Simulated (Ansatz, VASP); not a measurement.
CrGe2: VASP beside Ansatz

INCAR

```
SYSTEM = CrGe2
PREC = Accurate ; ENCUT = 520
EDIFF = 1E-7 ; ISMEAR = -1
SIGMA = 0.1 ; LREAL = .False.
LASPH = .True. ; NELM = 100
ALGO = Normal ; ISIF = 2
LWAVE = .False. ; LCHARG = .False.
GGA = PE ; NBANDS = 49
```

File KPOINTS:

```
regular mesh
0
Gamma
  9 9 9
  0 0 0
```

Contents of POSCAR:

```
CrGe2
1.0
    0.0000000000      3.7361640000      0.0000000000
    3.7361640000      0.0000000000      0.0000000000
    1.8680820000      1.8680820000     -6.1618080000
Ge Cr
4 2
Direct
    0.4160000000      0.4160000000      0.1680000000
    0.1660000000      0.6660000000      0.6680000000
    0.3340000000      0.8340000000      0.3320000000
    0.5840000000      0.5840000000      0.8320000000
    0.0000000000      0.0000000000      0.0000000000
    0.7500000000      0.2500000000      0.5000000000
```

Input for Ansatz:

```yaml
crystal:
  lattice:
    - [0.0, 3.736164, 0.0]
    - [3.736164, 0.0, 0.0]
    - [1.868082, 1.868082, -6.161808]
  atoms:
    - { symbol: Ge, position: [0.416, 0.416, 0.168] }
    - { symbol: Ge, position: [0.166, 0.666, 0.668] }
    - { symbol: Ge, position: [0.334, 0.834, 0.332] }
    - { symbol: Ge, position: [0.584, 0.584, 0.832] }
    - { symbol: Cr, position: [0.0, 0.0, 0.0] }
    - { symbol: Cr, position: [0.75, 0.25, 0.5] }
  symmetry: { tolerance: 0.0003 }
kpoints:
  mp_grid: { grid: [9, 9, 9], shift: [0, 0, 0] }
  band_path:
    path:
      - [0.0, 0.0, 0.0]
      - [0.5, 0.5, 0.5]
      - [0.5, 0.5, 0.25]
      - [0.0, 0.5, 0.0]
      - [0.0, 0.0, 0.0]
      - [0.0, 0.0, -0.5]
      - [0.0, 0.45404365, -0.27297818]
      - [0.0, 0.54595635, 0.27297818]
      - [0.0, 0.0, 0.0]
      - [0.5, 0.5, 0.5]
      - [0.45404365, 0.54595635, 0.5]
    npoints: 6
magnetization:
  spin_polarized: false
scf:
  occupations: { method: fermi_dirac }
  lower_state_search: "off"
  max_iter: 200
hamiltonian:
  pseudopotentials: { kind: paw }
  xc: pbe
basis:
  ecutwfc: 420
  fft_grid_basis: typed
output:
  forces: true
  stress: true
  eigenvalues: true
  bader: true
  populations: true
  elf: true
  write_potential: true
  volumetric_format: npy
  dos:
    e_range: [-12, 8]
    de: 0.05
    projected: { site_lists: { Cr: [Cr], Ge: [Ge] } }
checkpoint:
  read: saved_state
```

Alike in both runs: task single point; functional PBE; k mesh 9 × 9 × 9; no spin polarisation.

|  | VASP | Ansatz |
| --- | --- | --- |
| version | VASP 6.6.1 | Ansatz 0.2.0 |
| potentials or method | VASP PAW PBE potentials, release 64 (Ge_d, Cr_pv), cutoff 520 eV | PAW plane waves |
| occupations | fermi-dirac, width 0.1 eV | fermi-dirac |
| valence electrons in the cell | 80 | 84 |

VASP gave:

- rms of the force components (eV/Å): 0.652

Which values does Ansatz return?

rms of the force components (eV/Å): 0.645.

Atom by atom the forces differ by 0.007 eV/Å (rms over components). VASP's potentials hold 80 valence electrons a cell and Ansatz's 84, so a difference there can come from the potentials and not from the codes.
